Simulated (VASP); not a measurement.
# Ti2Co (Fd-3m) in VASP: single point with r2SCAN

Aim: the single point of Ti2Co with r2SCAN.

All numbers are computed with VASP 6.6.1; they aren't measurements. Logs are shortened: lines on timing, memory, paths and dates and some standing lists are left out, and cuts for length are marked.

### Step 1. The cell of the first run

The structure is cubic, space group Fd-3m (No. 227). The conventional cell has a = 6.783 Å, b = 6.783 Å, c = 6.783 Å, α = 90.00°, β = 90.00°, γ = 90.00°. Within 3.7 Å of Co (site symmetry -43m) lie 12 Ti at 2.81 Å and 4 Co at 2.94 Å. Within 3.2 Å of Ti (site symmetry -3m) lie 6 Ti at 2.40 Å and 6 Co at 2.81 Å.

### Step 2. Single point, r2SCAN, collinear spin, ferromagnetic start

The input, POSCAR:

```
Ti2Co
1.0
    0.0000000000      3.3915948300      3.3915948300
    3.3915948300      0.0000000000      3.3915948300
    3.3915948300      3.3915948300      0.0000000000
Co Ti
2 4
Direct
    0.0000000000      0.0000000000      0.0000000000
    0.2500000000      0.2500000000      0.2500000000
    0.6250000000      0.6250000000      0.6250000000
    0.1250000000      0.6250000000      0.6250000000
    0.6250000000      0.6250000000      0.1250000000
    0.6250000000      0.1250000000      0.6250000000
```

The input, INCAR.step1:

```
SYSTEM = Ti2Co
ALGO = Normal
EDIFF = 1E-4
ENCUT = 520
GGA = PE
ISMEAR = 0
ISPIN = 2
LASPH = .TRUE.
LCHARG = .FALSE.
LMAXMIX = 4
LREAL = .FALSE.
LWAVE = .TRUE.
MAGMOM = 1.61 1.61 0.3 0.3 0.3 0.3
NBANDS = 46
NELM = 150
PREC = Accurate
SIGMA = 0.0991
```

The input, INCAR.step2:

```
SYSTEM = Ti2Co
ALGO = Normal
EDIFF = 1E-7
ENCUT = 520
ISIF = 2
ISMEAR = 0
ISPIN = 2
ISTART = 1
LASPH = .TRUE.
LCHARG = .TRUE.
LELF = .TRUE.
LMAXMIX = 4
LMIXTAU = .TRUE.
LORBIT = 11
LREAL = .FALSE.
LVHAR = .TRUE.
LWAVE = .FALSE.
MAGMOM = 1.61 1.61 0.3 0.3 0.3 0.3
METAGGA = R2SCAN
NBANDS = 46
NELM = 150
PREC = Accurate
SIGMA = 0.0991
```

The input, KPOINTS:

```
k-points
0
G
  6 6 6
  0 0 0
```

Potentials or basis: VASP PAW PBE potentials, release 64 (Co, Ti_sv).

On the command line:

```bash
> cat potpaw_PBE.64/Co/POTCAR potpaw_PBE.64/Ti_sv/POTCAR > POTCAR
> cp INCAR.step1 INCAR
> mpirun -np 1 vasp_std > vasp.out
> cp INCAR.step2 INCAR
> mpirun -np 1 vasp_std > vasp.out
```

OUTCAR:

```text
SYSTEM = Ti2Co
   EDIFF = 1E-7
   ENCUT = 520
   ISIF = 2
   ISMEAR = 0
   ISPIN = 2
   ISTART = 1
   LASPH = .TRUE.
   LORBIT = 11
   LREAL = .FALSE.
   METAGGA = R2SCAN
   NELM = 150
   PREC = Accurate

 ion  position               nearest neighbor table
   1  0.000  0.000  0.000-   4 2.81   6 2.81   6 2.81   3 2.81   4 2.81   5 2.81   3 2.81   3 2.81
                             5 2.81   4 2.81   5 2.81   6 2.81   2 2.94   2 2.94   2 2.94   2 2.94
   2  0.250  0.250  0.250-   4 2.81   6 2.81   6 2.81   3 2.81   4 2.81   5 2.81   3 2.81   4 2.81
                             5 2.81   3 2.81   5 2.81   6 2.81   1 2.94   1 2.94   1 2.94   1 2.94
   3  0.625  0.625  0.625-   4 2.40   5 2.40   6 2.40   5 2.40   6 2.40   4 2.40   1 2.81   2 2.81
                             1 2.81   2 2.81   1 2.81   2 2.81
   4  0.125  0.625  0.625-   3 2.40   5 2.40   6 2.40   3 2.40   5 2.40   6 2.40   1 2.81   2 2.81
                             2 2.81   1 2.81   2 2.81   1 2.81
   5  0.625  0.625  0.125-   3 2.40   3 2.40   4 2.40   6 2.40   6 2.40   4 2.40   1 2.81   2 2.81
                             1 2.81   2 2.81   1 2.81   2 2.81
   6  0.625  0.125  0.625-   3 2.40   5 2.40   3 2.40   4 2.40   5 2.40   4 2.40   1 2.81   2 2.81
                             1 2.81   2 2.81   1 2.81   2 2.81

  LATTYP: Found a face centered cubic cell.
 ALAT       =     6.7831896600

  Lattice vectors:

 A1 = (   0.0000000000,   3.3915948300,   3.3915948300)
 A2 = (   3.3915948300,   0.0000000000,   3.3915948300)
 A3 = (   3.3915948300,   3.3915948300,   0.0000000000)

Analysis of symmetry for initial positions (statically):
=====================================================================
 Subroutine PRICEL returns:
 Original cell was already a primitive cell.

 Routine SETGRP: Setting up the symmetry group for a
 face centered cubic supercell.

 Subroutine GETGRP returns: Found 48 space group operations
 (whereof 24 operations were pure point group operations)
 out of a pool of 48 trial point group operations.

The static configuration has the point symmetry T_d .
 The point group associated with its full space group is O_h .

Analysis of symmetry for dynamics (positions and initial velocities):
=====================================================================
 Subroutine PRICEL returns:
 Original cell was already a primitive cell.

 Routine SETGRP: Setting up the symmetry group for a
 face centered cubic supercell.

 Subroutine GETGRP returns: Found 48 space group operations
 (whereof 24 operations were pure point group operations)
 out of a pool of 48 trial point group operations.

The dynamic configuration has the point symmetry T_d .
 The point group associated with its full space group is O_h .

Analysis of structural, dynamic, and magnetic symmetry:
=====================================================================
 Subroutine PRICEL returns:
 Original cell was already a primitive cell.

 Routine SETGRP: Setting up the symmetry group for a
 face centered cubic supercell.

 Subroutine GETGRP returns: Found 48 space group operations
 (whereof 24 operations were pure point group operations)
 out of a pool of 48 trial point group operations.

The overall configuration has the point symmetry T_d .
 The point group associated with its full space group is O_h .

 Subroutine INISYM returns: Found 48 space group operations
 (whereof 24 operations are pure point group operations),
 and found     1 'primitive' translations

----------------------------------------------------------------------------------------

                                     Primitive cell

  volume of cell :      78.0265

  direct lattice vectors                    reciprocal lattice vectors
     0.000000000  3.391594830  3.391594830    -0.147423270  0.147423270  0.147423270
     3.391594830  0.000000000  3.391594830     0.147423270 -0.147423270  0.147423270
     3.391594830  3.391594830  0.000000000     0.147423270  0.147423270 -0.147423270

  length of vectors
     4.796439407  4.796439407  4.796439407     0.255344594  0.255344594  0.255344594

  position of ions in fractional coordinates (direct lattice)
     0.000000000  0.000000000  0.000000000
     0.250000000  0.250000000  0.250000000
     0.625000000  0.625000000  0.625000000
     0.125000000  0.625000000  0.625000000
     0.625000000  0.625000000  0.125000000
[... 56 lines left out ...]
   number of dos      NEDOS =    301   number of ions     NIONS =      6
   total plane-waves  NPLWV =  46656
   dimension x,y,z NGX =    36 NGY =   36 NGZ =   36
   dimension x,y,z NGXF=    72 NGYF=   72 NGZF=   72
   ions per type =               2   4
   NGX,Y,Z   is equivalent  to a cutoff of  12.48, 12.48, 12.48 a.u.
   NGXF,Y,Z  is equivalent  to a cutoff of  24.96, 24.96, 24.96 a.u.
 SYSTEM =  Ti2Co
   PREC   = accura    normal or accurate (medium, high low for compatibility)
   ISTART =      1    job   : 0-new  1-cont  2-samecut
   ICHARG =      0    charge: 1-file 2-atom 10-const
   ISPIN  =      2    spin polarized calculation?
   LNONCOLLINEAR =      F non collinear calculations
   LSORBIT =      F    spin-orbit coupling
   LASPH  =      T    aspherical Exc in radial PAW
   ENCUT  =  520.0 eV  38.22 Ry    6.18 a.u.   8.92  8.92  8.92*2*pi/ulx,y,z
   NELM   =    150;   NELMIN=  2; NELMDL=  0     # of ELM steps
   EDIFF  = 0.1E-06   stopping-criterion for ELM
   LREAL  =      F    real-space projection
   EDIFFG = 0.1E-05   stopping-criterion for IOM
   NSW    =      0    number of steps for IOM
   IBRION =     -1    ionic relax: 0-MD 1-quasi-New 2-CG
   NFREE  =      0    steps in history (QN), initial steepest desc. (CG)
   ISIF   =      2    stress and relaxation
   ISYM   =      2    0-nonsym 1-usesym 2-fastsym
   POTIM  = 0.5000    time-step for ionic-motion
   TEBEG  =    0.0;   TEEND  =   0.0 temperature during run
   PSTRESS=    0.0 pullay stress
   NELECT =      66.0000    total number of electrons
   NUPDOWN=      -1.0000    fix difference up-down
   EMIN   =  10.00;   EMAX   =-10.00  energy-range for DOS
   EFERMI =   0.00;   METHOD = LEGACY
   ISMEAR =     0;   SIGMA  =   0.10  broadening in eV -4-tet -1-fermi 0-gaus
   EFERMI_NEDOS =   21; number of points for ismear=-14 and -15
   IALGO  =     38    algorithm
   IMIX   =      4    mixing-type and parameters
     AMIX     =   0.40;   BMIX     =  1.00
     AMIX_MAG =   1.60;   BMIX_MAG =  1.00
  volume/ion in A,a.u.               =      13.00        87.76
  Fermi-wavevector in a.u.,A,eV,Ry     =   1.548254  2.925776 32.614391  2.397090
  Thomas-Fermi vector in A             =   2.653231
   LORBIT       =     11    0 simple, 1 ext, 2 COOP (PROOUT), +10 PAW based schemes
   METAGGA = R2SCAN    functional components
   LHFCALC =     F    Hartree Fock is set to
   AEXX    =    0.0000 exact exchange contribution
   IVDW    =     0    specifies the selected vdW correction
   LEPSILON=     F    determine dielectric tensor
   LRPA    =     F    only Hartree local field effects (RPA)
 spin polarized calculation
 Gauss-broadening in eV      SIGMA  =   0.10
  energy-cutoff  :      520.00
  volume of cell :       78.03
 maximum number of plane-waves:      2126
   NGX = 17   NGY = 17   NGZ = 17

 number of electron      66.0000034 magnetization       1.4935689

 Free energy of the ion-electron system (eV)
  ---------------------------------------------------
  ext. energy  EPLUGINS =         0.00000000
  ---------------------------------------------------
  free energy    TOTEN  =       -74.22305524 eV

  energy without entropy =      -74.18087354  energy(sigma->0) =      -74.20196439

 E-fermi :   9.9928     XC(G=0): -13.7691

 val. band max:        9.9880450307   @ k =   0.3333   0.3333   0.0000
 cond. band min:      10.0010232342   @ k =   0.5000   0.3333   0.1667
 fundamental gap:      0.0129782034
 Fermi energy:         9.9928190793

 spin component 1

 k-point     1 :       0.0000    0.0000    0.0000
  band No.  band energies     occupation
      1     -49.0790      1.00000
      2     -48.3927      1.00000
      3     -48.3927      1.00000
      4     -48.3927      1.00000
      5     -26.1050      1.00000
      6     -24.6715      1.00000
[... 757 lines left out ...]
     44      12.7191      0.00000
     45      13.8973      0.00000
 Fermi energy:         9.9928190793

 spin component 2

 k-point     1 :       0.0000    0.0000    0.0000
  band No.  band energies     occupation
      1     -48.5508      1.00000
      2     -47.8770      1.00000
      3     -47.8770      1.00000
      4     -47.8770      1.00000
      5     -25.5693      1.00000
      6     -24.1152      1.00000
[... 757 lines left out ...]
     44      13.0601      0.00000
     45      14.2154      0.00000
 [bands above 45 left out]

------------------------ aborting loop because EDIFF is reached ----------------------------------------

  FORCE on cell =-STRESS in cart. coord.  units (eV):
  Direction    XX          YY          ZZ          XY          YZ          ZX
  --------------------------------------------------------------------------------------
  -------------------------------------------------------------------------------------
  Total        8.7412420      8.7412420      8.7412420     -0.0000000     -0.0000000      0.0000000
  in kB      179.4906529    179.4906529    179.4906529     -0.0000000     -0.0000000      0.0000000
  external PRESSURE =     179.4906529 kB  Pullay stress =       0.0000000 kB

 VOLUME and BASIS-vectors are now :
 -----------------------------------------------------------------------------
  energy-cutoff  :      520.00
  volume of cell :       78.03
      direct lattice vectors                 reciprocal lattice vectors
     0.000000000  3.391594830  3.391594830    -0.147423270  0.147423270  0.147423270
     3.391594830  0.000000000  3.391594830     0.147423270 -0.147423270  0.147423270
     3.391594830  3.391594830  0.000000000     0.147423270  0.147423270 -0.147423270

 POSITION                                       TOTAL-FORCE (eV/Angst)
 -----------------------------------------------------------------------------------
      0.00000      0.00000      0.00000         0.000000      0.000000      0.000000
      1.69580      1.69580      1.69580        -0.000000     -0.000000     -0.000000
      4.23949      4.23949      4.23949         0.000000     -0.000000      0.000000
      4.23949      2.54370      2.54370         0.000000     -0.000000      0.000000
      2.54370      2.54370      4.23949         0.000000     -0.000000      0.000000
      2.54370      4.23949      2.54370         0.000000     -0.000000      0.000000
 -----------------------------------------------------------------------------------
    total drift:                                0.000000      0.000000      0.000000

  FREE ENERGIE OF THE ION-ELECTRON SYSTEM (eV)
  ---------------------------------------------------
  free  energy   TOTEN  =       -74.2230552392 eV

  energy  without entropy=      -74.1808735394  energy(sigma->0) =      -74.20196439

 total charge

# of ion       s       p       d       tot
------------------------------------------
    1        0.467   0.485   7.210   8.162
    2        0.467   0.485   7.210   8.162
    3        2.294   6.163   2.250  10.707
    4        2.294   6.163   2.250  10.707
    5        2.294   6.163   2.250  10.707
    6        2.294   6.163   2.250  10.707
--------------------------------------------------
tot         10.111  25.621  23.421  59.154

 magnetization (x)

# of ion       s       p       d       tot
------------------------------------------
    1       -0.009   0.002  -0.341  -0.348
    2       -0.009   0.002  -0.341  -0.348
    3        0.016   0.023   0.437   0.475
    4        0.016   0.023   0.437   0.475
    5        0.016   0.023   0.437   0.475
    6        0.016   0.023   0.437   0.475
--------------------------------------------------
tot          0.046   0.094   1.065   1.206
```

It took 16 min on 1 thread of AMD EPYC 9R45 (Zen 5), shared host; peak memory 0.29 GiB.

Results:

```yaml
Free_energy: -74.2231 eV
Pressure: 17.9 GPa
Net_moment: 1.49 μB per cell
Site_moments: Co -0.35; Ti +0.47 μB
Valence_electrons_inside_the_program's_atomic_spheres: Co 8.16; Ti 10.71
```

Caveat: the cell stands under pressure; the PAW data sets were made with another functional, which shifts forces and pressure a little.
